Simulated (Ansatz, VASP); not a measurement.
## SiC: VASP beside Ansatz

```
C Si
1.0
     0.00000    1.91400    1.91400
     1.91400    0.00000    1.91400
     1.91400    1.91400    0.00000
C Si
1 1
Direct
  0.00000 0.00000 0.00000
  0.50000 0.50000 0.50000
```

Alike in both runs: task single point; functional PBE; k mesh 20 × 20 × 20; occupations gaussian, width 0.05 eV; no spin polarisation.

```csv
,VASP,Ansatz
version,VASP 6.6.1,Ansatz 0.2.0
potentials or method,"VASP PAW PBE potentials, release 64 (C, Si), cutoff 520 eV","scalar-relativistic, plane waves, PAW"
valence electrons in the cell,8,8
```

|  | VASP | Ansatz | Ansatz less VASP |
| --- | --- | --- | --- |
| gap on the k mesh at the Fermi level (eV) | 0.25 | 0.27 | +0.019 |
| least direct gap on the mesh (eV) | 5.28 | 5.29 | +0.012 |
